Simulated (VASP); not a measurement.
Runs of VASP 6.6.1 on Si. The structure is that of space group Fm-3m (No. 225), or close to it. The cells are those of the table. This isn't the form of Si at room conditions, which is diamond.

```csv
cell,gap on the mesh (eV),pressure (GPa)
"a = 2.594 Å, angles 60.0°, 1 atom",none,(a)
"a = 2.541, b = 2.541, c = 2.486 Å, angles 60.7, 60.7, 58.6°, 1 atom",none,31.4
"a = 2.649, b = 2.649, c = 2.594 Å, angles 60.7, 60.7, 58.6°, 1 atom",none,10.0
"a = 2.919 Å, angles 60.0°, 1 atom",none,(c)
"a = 2.649, b = 2.649, c = 2.702 Å, angles 59.3, 59.3, 61.3°, 1 atom",none,5.1
"a = 2.596, b = 2.596, c = 2.486 Å, angles 61.4, 61.4, 57.2°, 1 atom",none,24.1
"a = 2.486 Å, angles 60.0°, 1 atom",none,(b)
"a = 2.541, b = 2.541, c = 2.594 Å, angles 59.3, 59.3, 61.4°, 1 atom",none,23.0
```

Alike in all rows: task single point; level PBEsol; potentials or basis VASP PAW PBE potentials, release 64 (Si); no spin polarisation; k mesh 22 × 22 × 22; cutoff (eV) 520; smearing gaussian 0.15 eV.

Task: Estimate the missing entries.

Result: (a) 15.7; (b) 40.9; (c) -12.9.

Caveats: the PAW data sets were made with another functional, which shifts forces and pressure a little; the cell stands under pressure (at least some runs); the cell stands under tension (at least some runs).

A gap of «none» marks levels without a gap at the run's occupations.
